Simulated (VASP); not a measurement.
# Si (P6_3/mmc) in VASP: further runs, part 2 of 2

VASP 6.6.1. The steps go on from the part before.

## 4. Single point, PBE

This run uses another cell than the first one: it holds 36 atoms, not 4.

INCAR

```
  PREC = Accurate
  ENCUT = 520
  EDIFF = 1E-6
  ISMEAR = 0
  SIGMA = 0.02
  LREAL = Auto
  LASPH = True
  NELM = 100
  ALGO = Normal
  ISIF = 2
  LWAVE = False
  LCHARG = True
  GGA = PE
  LELF = True
  LVHAR = True
  NBANDS = 96
```

KPOINTS

```
Automatic mesh
0
Gamma
  2 2 2
  0.5 0.5 0.5
```

POSCAR

```
Si
1.0
   -5.7769209523      3.3353068668     -6.3650227274
    5.7769209522      3.3353068669     -6.3650227274
    0.0000000001     -6.6706137337     -6.3650227274
Si
36
Direct
    0.4234674644      0.0901341310      0.4234674644
    0.7568007977      0.0901341310      0.0901341310
    0.0901341310      0.4234674644      0.4234674644
    0.7568007977      0.7568007977      0.4234674644
    0.4234674644      0.4234674644      0.0901341310
    0.0901341310      0.0901341310      0.7568007977
    0.7568007977      0.4234674644      0.7568007977
    0.0901341310      0.7568007977      0.0901341310
    0.4234674644      0.7568007977      0.7568007977
    0.0345785755      0.0345785755      0.3679119088
    0.3679119088      0.0345785755      0.0345785755
    0.7012452421      0.3679119088      0.3679119088
    0.3679119088      0.7012452421      0.3679119088
    0.0345785755      0.3679119088      0.0345785755
    0.7012452421      0.0345785755      0.7012452421
    0.3679119088      0.3679119088      0.7012452421
    0.7012452421      0.7012452421      0.0345785755
    0.0345785755      0.7012452421      0.7012452421
    0.2987547579      0.9654214245      0.2987547579
    0.6320880912      0.9654214245      0.9654214245
    0.9654214245      0.2987547579      0.2987547579
    0.6320880912      0.6320880912      0.2987547579
    0.2987547579      0.2987547579      0.9654214245
    0.9654214245      0.9654214245      0.6320880912
    0.6320880912      0.2987547579      0.6320880912
    0.9654214245      0.6320880912      0.9654214245
    0.2987547579      0.6320880912      0.6320880912
    0.9098658690      0.9098658690      0.2431992023
    0.2431992023      0.9098658690      0.9098658690
    0.5765325356      0.2431992023      0.2431992023
    0.2431992023      0.5765325356      0.2431992023
    0.9098658690      0.2431992023      0.9098658690
    0.5765325356      0.9098658690      0.5765325356
    0.2431992023      0.2431992023      0.5765325356
    0.5765325356      0.5765325356      0.9098658690
    0.9098658690      0.5765325356      0.5765325356
```

Potentials or basis: VASP PAW PBE potentials, release 64 (Si).

On the command line:

```
cat potpaw_PBE.64/Si/POTCAR > POTCAR
mpirun -np 1 vasp_std > vasp.out
```

OUTCAR:

```text
PREC = Accurate
   ENCUT = 520
   EDIFF = 1E-6
   ISMEAR = 0
   LREAL = Auto
   LASPH = True
   NELM = 100
   ISIF = 2
   GGA = PE

 ion  position               nearest neighbor table
   1  0.423  0.090  0.423-  33 2.36  30 2.36  34 2.36  19 2.38
   2  0.757  0.090  0.090-  32 2.36  28 2.36  30 2.36  20 2.38
   3  0.090  0.423  0.423-  36 2.36  31 2.36  34 2.36  21 2.38
   4  0.757  0.757  0.423-  36 2.36  33 2.36  28 2.36  22 2.38
   5  0.423  0.423  0.090-  35 2.36  30 2.36  31 2.36  23 2.38
   6  0.090  0.090  0.757-  29 2.36  32 2.36  34 2.36  24 2.38
[... 28 lines left out ...]
  35  0.577  0.577  0.910-   5 2.36   9 2.36   7 2.36  17 2.38
[... 378 lines left out ...]
  Total        0.1489739      0.1489739     -0.3021826     -0.0000000      0.0000000      0.0000000
  in kB        0.3243676      0.3243676     -0.6579555     -0.0000000      0.0000000      0.0000000
  external PRESSURE =      -0.0030735 kB  Pullay stress =       0.0000000 kB

 VOLUME and BASIS-vectors are now :
 -----------------------------------------------------------------------------
  energy-cutoff  :      520.00
  volume of cell :      735.84
      direct lattice vectors                 reciprocal lattice vectors
    -5.776920952  3.335306867 -6.365022727    -0.086551297  0.049970415 -0.052369543
     5.776920952  3.335306867 -6.365022727     0.086551297  0.049970415 -0.052369543
     0.000000000 -6.670613734 -6.365022727     0.000000000 -0.099940829 -0.052369543

 POSITION                                       TOTAL-FORCE (eV/Angst)
 -----------------------------------------------------------------------------------
     -1.92564     -1.11177     -5.96447         0.000000      0.000000     -0.009732
     -3.85128      2.22354     -5.96447         0.000000      0.000000     -0.009732
      1.92564     -1.11177     -5.96447         0.000000      0.000000     -0.009732
     -0.00000      2.22354    -12.32949         0.000000      0.000000     -0.009732
     -0.00000      2.22354     -5.96447         0.000000      0.000000     -0.009732
      0.00000     -4.44708     -5.96447         0.000000      0.000000     -0.009732
[... 28 lines left out ...]
      0.00000     -2.22354    -13.13060        -0.000000     -0.000000      0.009732
     -1.92564      1.11177    -13.13060        -0.000000     -0.000000      0.009732
 -----------------------------------------------------------------------------------
    total drift:                                0.000000      0.000000      0.000000

  FREE ENERGIE OF THE ION-ELECTRON SYSTEM (eV)
  ---------------------------------------------------
  free  energy   TOTEN  =      -194.6762192283 eV

  energy  without entropy=     -194.6762192283  energy(sigma->0) =     -194.67621923
```

stdout:

```text
POSCAR found type information on POSCAR Si
 POSCAR found :  1 types and      36 ions
 scaLAPACK will be used
 LDA part: xc-table for (Slater+PW92), standard interpolation
 POSCAR, INCAR and KPOINTS ok, starting setup
 FFT: planning ... GRIDC
 FFT: planning ... GRID_SOFT
 FFT: planning ... GRID
 WAVECAR not read
 entering main loop
```

It took 3 min on 1 thread of Intel Xeon Platinum 8559C (Emerald Rapids), shared host; peak memory 0.65 GiB.

Results:

| Quantity | Value |
| --- | --- |
| Free energy | -194.6762 eV |
| Pressure | 0.0 GPa |
| Largest force | 0.010 eV/Å |
| Band gap on the k mesh | 0.98 eV |

Forces in eV/Å, atoms in the order of the input:
```
Si   0.000  0.000 -0.010
Si   0.000  0.000 -0.010
Si   0.000  0.000 -0.010
Si   0.000  0.000 -0.010
Si   0.000  0.000 -0.010
Si   0.000  0.000 -0.010
Si   0.000  0.000 -0.010
Si   0.000  0.000 -0.010
Si   0.000  0.000 -0.010
Si   0.000  0.000 -0.003
Si   0.000  0.000 -0.003
Si   0.000  0.000 -0.003
Si   0.000  0.000 -0.003
Si   0.000  0.000 -0.003
Si   0.000  0.000 -0.003
Si   0.000  0.000 -0.003
Si   0.000  0.000 -0.003
Si   0.000  0.000 -0.003
Si   0.000  0.000  0.003
Si   0.000  0.000  0.003
Si   0.000  0.000  0.003
Si   0.000  0.000  0.003
Si   0.000  0.000  0.003
Si   0.000  0.000  0.003
Si   0.000  0.000  0.003
Si   0.000  0.000  0.003
Si   0.000  0.000  0.003
Si   0.000  0.000  0.010
Si   0.000  0.000  0.010
Si   0.000  0.000  0.010
Si   0.000  0.000  0.010
Si   0.000  0.000  0.010
Si   0.000  0.000  0.010
Si   0.000  0.000  0.010
Si   0.000  0.000  0.010
Si   0.000  0.000  0.010
```

Stress tensor (GPa, compression positive):
```
 0.03  0.00  0.00
 0.00  0.03  0.00
 0.00  0.00 -0.07
```

Caveat: a shifted mesh leaves out Γ, where band edges can lie.
